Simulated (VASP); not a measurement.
A run of VASP 6.6.1 is set up as follows.

Contents of INCAR:

```
  PREC = Accurate
  ENCUT = 520
  EDIFF = 1E-6
  ISMEAR = -1
  SIGMA = 0.08
  LREAL = F
  LASPH = T
  NELM = 100
  ALGO = Normal
  ISIF = 2
  LWAVE = F
  LCHARG = T
  GGA = PE
  LELF = T
  LVHAR = T
  NBANDS = 10
```

The input KPOINTS:

```
regular mesh
0
Gamma
  15 15 15
```

POSCAR

```
Li
1.0
   -2.5665877984      2.5665877984      1.3884028154
    2.5665877984     -2.5665877984      1.3884028154
    2.5665877984      2.5665877984     -1.3884028154
Li
2
Direct
   -0.3750000000     -0.1250000000     -0.2500000000
    0.3750000000      0.1250000000      0.2500000000
```

Potentials or basis: VASP PAW PBE potentials, release 64 (Li_sv).

Command:

```sh
$ cat potpaw_PBE.64/Li_sv/POTCAR > POTCAR
$ mpirun -np 1 vasp_std > vasp.out
```

Problem. Predict the band gap on the k mesh.

Solution. Zero (bands 3 and 4 overlap by 2.99 eV).
